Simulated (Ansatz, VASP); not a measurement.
# V: VASP beside Ansatz

```
V
1.0
     0.00000    2.47743    2.47743
     2.47743    0.00000    2.47743
     2.47743    2.47743    0.00000
V
2
Direct
  0.87500 0.87500 0.87500
  0.12500 0.12500 0.12500
```

Change from the starting cell: volume scaled by 0.92, PAW files.

Alike in both runs: task single point; functional LDA; k mesh 13 × 13 × 13; occupations fermi-dirac, width 0.05 eV; no spin polarisation.

|  | VASP | Ansatz |
| --- | --- | --- |
| version | VASP 6.6.1 | Ansatz 0.2.0 |
| potentials or method | VASP PAW LDA potentials, release 64 (V_sv) | PAW with Ansatz's default frozen-core files, scalar-relativistic |
| plane-wave cutoff (eV) | 520 | 420 |
| valence electrons in the cell | 26 | 26 |

```tsv
	VASP	Ansatz	Ansatz less VASP
pressure (GPa)	9.6	8.0	-1.58
```

LDA's correlation is that of Perdew and Zunger in VASP and of Perdew and Wang (1992) in Ansatz.
